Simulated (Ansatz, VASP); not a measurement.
# Two plane-wave programs on SnO2

File POSCAR:

```
SnO2
1.0
   -0.0212811226      2.5334669704      2.5334669704
    2.5334669704     -0.0212811226      2.5334669704
    2.5121858478      2.5121858478      0.0000000000
Sn O
1 2
Direct
    0.0000000000      0.0000000000      0.0000000000
    0.2504601415      0.2504601415      0.2495398585
    0.7495398585      0.7495398585      0.7504601415
```

Contents of INCAR.step1:

```
SYSTEM = SnO2
ALGO = Normal
EDIFF = 1E-4
ENCUT = 520
GGA = PE
ISMEAR = 0
LASPH = .True.
LCHARG = .False.
LREAL = .False.
LWAVE = .True.
NBANDS = 20
NELM = 100
PREC = Accurate
SIGMA = 0.01
```

Contents of INCAR.step2:

```
SYSTEM = SnO2
ALGO = Normal
EDIFF = 1E-7
ENCUT = 520
ISIF = 2
ISMEAR = 0
ISTART = 1
LASPH = .True.
LCHARG = .True.
LELF = .True.
LMIXTAU = .True.
LREAL = .False.
LVHAR = .True.
LWAVE = .False.
METAGGA = R2SCAN
NBANDS = 20
NELM = 100
PREC = Accurate
SIGMA = 0.01
```

Contents of KPOINTS:

```
k-points
0
Gamma
  8 8 8
  0 0 0
```

Input for Ansatz:

```yaml
crystal:
  lattice:
    - [-0.0212811226, 2.5334669704, 2.5334669704]
    - [2.5334669704, -0.0212811226, 2.5334669704]
    - [2.5121858478, 2.5121858478, 0.0]
  atoms:
    - { symbol: Sn, position: [0.0, 0.0, 0.0] }
    - { symbol: O, position: [0.2504601415, 0.2504601415, 0.2495398585] }
    - { symbol: O, position: [0.7495398585, 0.7495398585, 0.7504601415] }
kpoints:
  mp_grid: { grid: [8, 8, 8] }
  band_path:
    path:
      - [0.0, 0.0, 0.0]
      - [0.5, 0.0, 0.5]
      - [0.625, 0.25, 0.625]
      - [0.375, 0.375, 0.75]
      - [0.5, 0.5, 0.5]
      - [0.5, 0.25, 0.75]
      - [0.25, -0.5, -0.25]
    npoints: 1
hamiltonian:
  xc: r2scan
scf:
  occupations: { method: fixed }
  n_extra_bands: 4
output:
  forces: true
  stress: true
  eigenvalues: true
```

Change from the starting cell: shear_xy strain -1.7%.

Alike in both runs: task single point; functional r2SCAN; k mesh 8 × 8 × 8; no spin polarisation.

```csv
,VASP,Ansatz
version,VASP 6.6.1,Ansatz 0.2.0
potentials or method,"VASP PAW PBE potentials, release 64 (Sn_d, O)","plane waves, PAW"
plane-wave cutoff (eV),520,500
occupations,"gaussian, width 0.01 eV",fixed
valence electrons in the cell,26,26
```

Ansatz gave:

| Item | Value |
| --- | --- |
| gap on the k mesh at the Fermi level (eV) | 0.84 |
| pressure (GPa) | 0.1 |
| traceless stress, the component that is largest in VASP (GPa) | 0.29 |
| rms of the force components (eV/Å) | 0.001 |

Question: What did VASP give for the same quantities?

Answer: gap on the k mesh at the Fermi level (eV): 0.86; pressure (GPa): 1.4; traceless stress, the component that is largest in VASP (GPa): 0.34; rms of the force components (eV/Å): 0.003.

VASP's potentials were made for PBE, not for r2SCAN. Atom by atom the forces differ by 0.002 eV/Å (rms over components).
